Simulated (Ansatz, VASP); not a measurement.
Zn in VASP and in Ansatz

File INCAR:

```
SYSTEM = Zn
PREC = Accurate
ENCUT = 520
EDIFF = 1E-7
ISMEAR = -1
SIGMA = 0.1
LREAL = .False.
LASPH = .True.
NELM = 100
ALGO = Normal
ISIF = 2
LWAVE = .False.
LCHARG = .False.
NBANDS = 12
```

The input KPOINTS:

```
Automatic mesh
0
Gamma
  14 14 14
  0 0 0
```

POSCAR

```
Zn
1.0
    2.4534440336      0.0000000000      0.0000000000
    0.0000000000      2.4534440336      0.0000000000
    0.0000000000      0.0000000000      2.4534440336
Zn
1
Direct
    0.0000000000      0.0000000000      0.0000000000
```

Input for Ansatz:

```yaml
crystal:
  lattice:
    - [2.4534440336, 0.0, 0.0]
    - [0.0, 2.4534440336, 0.0]
    - [0.0, 0.0, 2.4534440336]
  atoms:
    - { symbol: Zn, position: [0.0, 0.0, 0.0] }
hamiltonian:
  xc: lda
  pseudopotentials:
    kind: paw
    azcp:
      Zn: "pseudopotentials/Zn.paw.azcp"
basis:
  ecutwfc: 420
  fft_grid_basis: typed
kpoints:
  mp_grid: { grid: [14, 14, 14], shift: [0, 0, 0] }
magnetization:
  spin_polarized: false
scf:
  occupations: { method: fermi_dirac, width: 0.1 }
  lower_state_search: "off"
output:
  stress: true
```

Alike in both runs: task single point; functional LDA; k mesh 14 × 14 × 14; occupations fermi-dirac, width 0.1 eV; no spin polarisation.

|  | VASP | Ansatz |
| --- | --- | --- |
| version | VASP 6.6.1 | Ansatz 0.2.0 |
| potentials or method | VASP PAW LDA potentials, release 64 (Zn), cutoff 520 eV | plane waves (420 eV) with PAW, scalar-relativistic |
| valence electrons in the cell | 12 | 12 |

|  | VASP | Ansatz | Ansatz less VASP |
| --- | --- | --- | --- |
| pressure (GPa) | 8.1 | 7.5 | -0.63 |

Ansatz warns that its potentials were made for another functional, while VASP's fit it. LDA's correlation is that of Perdew and Zunger in VASP and of Perdew and Wang (1992) in Ansatz.
